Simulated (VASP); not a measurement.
# SnO (P4/nmm) in VASP: notebook, part 2 of 2

VASP 6.6.1. The steps go on from the part before.

## 3. Single point, BLYP

This run uses another cell than the first one, of 17.41 Å³/atom.

The input, INCAR:

```
PREC = Accurate
ENCUT = 520
EDIFF = 1E-6
ISMEAR = -1
SIGMA = 0.05
LREAL = False
LASPH = True
NELM = 60
ALGO = Normal
ISIF = 2
LWAVE = False
LCHARG = False
GGA = B5
ALDAX = 1.0
AGGAX = 1.0
AGGAC = 1.0
ALDAC = 0.0
NBANDS = 28
```

The input, KPOINTS:

```
Automatic mesh
0
Gamma
  7 7 6
```

The input, POSCAR:

```
SnO
1.0
    3.7880991788      0.0000000000      0.0000000000
    0.0000000000      3.7880991788      0.0000000000
    0.0000000000      0.0000000000      4.8541142359
Sn O
2 2
Direct
    0.5000000000      0.0000000000      0.7646261400
    0.0000000000      0.5000000000      0.2353738600
    0.0000000000      0.0000000000      0.0000000000
    0.5000000000      0.5000000000      0.0000000000
```

Potentials or basis: VASP PAW PBE potentials, release 64 (Sn_d, O).

Launch:

```console
$ cat potpaw_PBE.64/Sn_d/POTCAR potpaw_PBE.64/O/POTCAR > POTCAR
$ mpirun -np 1 vasp_std > vasp.out
```

OUTCAR:

```text
PREC = Accurate
   ENCUT = 520
   EDIFF = 1E-6
   ISMEAR = -1
   LREAL = False
   LASPH = True
   NELM = 60
   ISIF = 2
   GGA = B5

 ion  position               nearest neighbor table
   1  0.500  0.000  0.765-   3 2.21   4 2.21   4 2.21   3 2.21   2 3.52   2 3.52   2 3.52   2 3.52
                             2 3.71   2 3.71   2 3.71   2 3.71
   2  0.000  0.500  0.235-   3 2.21   4 2.21   3 2.21   4 2.21   1 3.52   1 3.52   1 3.52   1 3.52
                             1 3.71   1 3.71   1 3.71   1 3.71
   3  0.000  0.000  0.000-   1 2.21   2 2.21   2 2.21   1 2.21
   4  0.500  0.500  0.000-   1 2.21   2 2.21   1 2.21   2 2.21

  LATTYP: Found a simple tetragonal cell.
 ALAT       =     3.7880991788
 C/A-ratio  =     1.2814116016

  Lattice vectors:

 A1 = (   3.7880991788,   0.0000000000,   0.0000000000)
 A2 = (   0.0000000000,   3.7880991788,   0.0000000000)
 A3 = (   0.0000000000,   0.0000000000,   4.8541142359)

Analysis of symmetry for initial positions (statically):
=====================================================================
 Subroutine PRICEL returns:
 Original cell was already a primitive cell.

 Routine SETGRP: Setting up the symmetry group for a
 simple tetragonal supercell.

 Subroutine GETGRP returns: Found 16 space group operations
 (whereof  8 operations were pure point group operations)
 out of a pool of 16 trial point group operations.

The static configuration has the point symmetry D_2d.
 The point group associated with its full space group is D_4h.

Analysis of symmetry for dynamics (positions and initial velocities):
=====================================================================
 Subroutine PRICEL returns:
 Original cell was already a primitive cell.

 Routine SETGRP: Setting up the symmetry group for a
 simple tetragonal supercell.

 Subroutine GETGRP returns: Found 16 space group operations
 (whereof  8 operations were pure point group operations)
[... 123 lines left out ...]
   EFERMI_NEDOS =   21; number of points for ismear=-14 and -15
   IALGO  =     38    algorithm
   IMIX   =      4    mixing-type and parameters
     AMIX     =   0.40;   BMIX     =  1.00
     AMIX_MAG =   1.60;   BMIX_MAG =  1.00
  volume/ion in A,a.u.               =      17.41       117.51
  Fermi-wavevector in a.u.,A,eV,Ry     =   1.360747  2.571438 25.192975  1.851631
  Thomas-Fermi vector in A             =   2.487382
   LORBIT       =      0    0 simple, 1 ext, 2 COOP (PROOUT), +10 PAW based schemes
   GGA     = B5    functional components
   LHFCALC =     F    Hartree Fock is set to
   AEXX    =    0.0000 exact exchange contribution
   IVDW    =     0    specifies the selected vdW correction
   LEPSILON=     F    determine dielectric tensor
   LRPA    =     F    only Hartree local field effects (RPA)
 non-spin polarized calculation
  energy-cutoff  :      520.00
  volume of cell :       69.66
 maximum number of plane-waves:      1896
   NGX = 15   NGY = 15   NGZ = 19

 number of electron      39.9999999 magnetization

 Free energy of the ion-electron system (eV)
  ---------------------------------------------------
  ext. energy  EPLUGINS =         0.00000000
  ---------------------------------------------------
  free energy    TOTEN  =       -20.84504780 eV

  energy without entropy =      -20.84495259  energy(sigma->0) =      -20.84500020

 E-fermi :   7.8908     XC(G=0):  -9.7178

 val. band max:        7.6452929977   @ k =   0.0000   0.0000   0.0000
 cond. band min:       8.1520942874   @ k =   0.4286   0.4286   0.0000
 fundamental gap:      0.5068012897
 Fermi energy:         7.8907880576

 k-point     1 :       0.0000    0.0000    0.0000
  band No.  band energies     occupation
      1     -14.3800      2.00000
      2     -13.9064      2.00000
      3     -13.9064      2.00000
      4     -13.9061      2.00000
      5     -13.8536      2.00000
      6     -13.8473      2.00000
[... 733 lines left out ...]
     27      16.7777      0.00000
     28      17.6408      0.00000

 [... further k-points ...]

------------------------ aborting loop because EDIFF is reached ----------------------------------------

  FORCE on cell =-STRESS in cart. coord.  units (eV):
  Direction    XX          YY          ZZ          XY          YZ          ZX
  --------------------------------------------------------------------------------------
  -------------------------------------------------------------------------------------
  Total        4.9930049      4.9930049      4.0389641      0.0000000      0.0000000      0.0000000
  in kB      114.8470648    114.8470648     92.9026059      0.0000000      0.0000000      0.0000000
  external PRESSURE =     107.5322452 kB  Pullay stress =       0.0000000 kB

 VOLUME and BASIS-vectors are now :
 -----------------------------------------------------------------------------
  energy-cutoff  :      520.00
  volume of cell :       69.66
      direct lattice vectors                 reciprocal lattice vectors
     3.788099179  0.000000000  0.000000000     0.263984641  0.000000000  0.000000000
     0.000000000  3.788099179  0.000000000     0.000000000  0.263984641  0.000000000
     0.000000000  0.000000000  4.854114236     0.000000000  0.000000000  0.206010809

 POSITION                                       TOTAL-FORCE (eV/Angst)
 -----------------------------------------------------------------------------------
      1.89405      0.00000      3.71158        -0.000000      0.000000     -0.950176
      0.00000      1.89405      1.14253         0.000000      0.000000      0.950176
      0.00000      0.00000      0.00000         0.000000      0.000000      0.000000
      1.89405      1.89405      0.00000        -0.000000     -0.000000      0.000000
 -----------------------------------------------------------------------------------
    total drift:                                0.000000      0.000000      0.000000

  FREE ENERGIE OF THE ION-ELECTRON SYSTEM (eV)
  ---------------------------------------------------
  free  energy   TOTEN  =       -20.8450478027 eV

  energy  without entropy=      -20.8449525921  energy(sigma->0) =      -20.84500020
```

OSZICAR:

```text
N       E                     dE             d eps       ncg     rms          rms(c)
DAV:   1     0.422784153259E+03    0.42278E+03   -0.19964E+04  2320   0.221E+03
DAV:   2     0.386538525067E+02   -0.38413E+03   -0.36821E+03  2340   0.542E+02
DAV:   3    -0.223858802245E+02   -0.61040E+02   -0.59921E+02  2552   0.182E+02
DAV:   4    -0.252516977643E+02   -0.28658E+01   -0.28522E+01  2508   0.425E+01
DAV:   5    -0.253231824195E+02   -0.71485E-01   -0.71477E-01  2500   0.725E+00    0.129E+01
DAV:   6    -0.208621081618E+02    0.44611E+01   -0.20010E+01  3592   0.481E+01    0.507E+00
DAV:   7    -0.208700883336E+02   -0.79802E-02   -0.23623E+00  2688   0.921E+00    0.252E+00
DAV:   8    -0.208529916531E+02    0.17097E-01   -0.31376E-01  3012   0.380E+00    0.841E-01
DAV:   9    -0.208443219491E+02    0.86697E-02   -0.53257E-02  3388   0.242E+00    0.245E-01
DAV:  10    -0.208454284446E+02   -0.11065E-02   -0.81408E-03  3204   0.875E-01    0.151E-01
DAV:  11    -0.208450178111E+02    0.41063E-03   -0.18596E-03  3388   0.426E-01    0.239E-02
DAV:  12    -0.208450501738E+02   -0.32363E-04   -0.34147E-04  2344   0.104E-01    0.248E-02
DAV:  13    -0.208450478269E+02    0.23469E-05   -0.24651E-05  3080   0.471E-02    0.361E-03
DAV:  14    -0.208450478027E+02    0.24227E-07   -0.19323E-06  1876   0.120E-02
   1 F= -.20845048E+02 E0= -.20845000E+02  d E =-.952106E-04
```

stdout:

```text
POSCAR found type information on POSCAR SnO
 POSCAR found :  2 types and       4 ions
 scaLAPACK will be used
 -----------------------------------------------------------------------------
|                                                                             |
|                                                                             |
|     You enforced a specific xc type in the INCAR file but a different       |
|     I HOPE YOU KNOW WHAT YOU ARE DOING!                                     |
|                                                                             |
 -----------------------------------------------------------------------------

 LDA part: xc-table for (Slater(with rela. corr.)+VWN5), standard interpolation
 POSCAR, INCAR and KPOINTS ok, starting setup
 FFT: planning ... GRIDC
 FFT: planning ... GRID_SOFT
 FFT: planning ... GRID
 WAVECAR not read
 entering main loop
```

It took 96 s on 1 thread of Intel Xeon 8259CL, shared host; peak memory 0.21 GiB.

Results:

```
Free energy            : -20.8450 eV
Pressure               : 10.8 GPa
Largest force          : 0.950 eV/Å
Band gap on the k mesh : 0.51 eV (least direct gap 2.22 eV)
```

Forces in eV/Å, atoms in the order of the input:
```
Sn   0.000  0.000 -0.950
Sn   0.000  0.000  0.950
O    0.000  0.000  0.000
O    0.000  0.000  0.000
```

Stress tensor (GPa, compression positive):
```
11.48  0.00  0.00
 0.00 11.48  0.00
 0.00  0.00  9.29
```

Levels at points of the mesh, in eV from the valence-band top:
```csv
k point,band 17,band 18,band 19,band 20,band 21,band 22,band 23,band 24
"(0.00, 0.00, 0.00)",-3.55,-3.26,-3.26,0.00,2.23,4.36,4.80,4.80
"(0.00, 0.00, 0.50)",-3.28,-3.28,-3.14,-2.25,1.80,3.07,3.07,3.82
```

Caveat: the cell stands under pressure; the PAW data sets were made with another functional, which shifts forces and pressure a little; spin-orbit coupling is left out, which moves the levels of the heavy elements; an odd mesh through Γ misses points on the zone boundary, where band edges can lie.
